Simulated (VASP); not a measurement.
Input of a VASP 6.6.1 run:

INCAR

```
PREC = Accurate
ENCUT = 600
EDIFF = 1E-6
ISMEAR = 0
SIGMA = 0.15
LREAL = False
LASPH = True
NELM = 150
ALGO = Normal
ISIF = 3
LWAVE = False
LCHARG = False
ISPIN = 2
MAGMOM = 4 0 0 0 0
LORBIT = 11
LMAXMIX = 4
GGA = PE
IBRION = 2
NSW = 36
EDIFFG = -0.08
```

KPOINTS

```
Automatic mesh
0
Gamma
  2 2 2
```

POSCAR

```
FeBr4
1.0
    5.6701928000      0.0000000000      0.0000000000
    0.0000000000      5.6701928000      0.0000000000
    0.0000000000      0.0000000000      5.6701928000
Fe Br
1 4
Direct
    0.0000000000      0.0000000000      0.0000000000
    0.2437810800      0.7562189200      0.7562189200
    0.7562189200      0.2437810800      0.7562189200
    0.7562189200      0.7562189200      0.2437810800
    0.2437810800      0.2437810800      0.2437810800
```

Potentials or basis: VASP PAW PBE potentials, release 64 (Fe, Br).

Run with:

```bash
$ cat potpaw_PBE.64/Fe/POTCAR potpaw_PBE.64/Br/POTCAR > POTCAR
$ mpirun -np 1 vasp_std > vasp.out
```

(1) Estimate the space group after relaxing (to 0.1 Å).

(2) Estimate the relaxed cell.

(3) Predict the relaxed volume.

(4) Predict the band gap on the k mesh.

## Answers

(1) P-43m (No. 215).

(2) a = 5.652 Å, b = 5.652 Å, c = 5.652 Å, α = 90.00°, β = 90.00°, γ = 90.00°.

(3) 36.11 Å³/atom.

(4) zero (filled and empty bands overlap).

Caveat: the k points lie up to 0.56 Å⁻¹ apart in the final cell; semilocal functionals often make such compounds metallic where correlation or magnetic order opens a gap, which also shifts bond lengths.
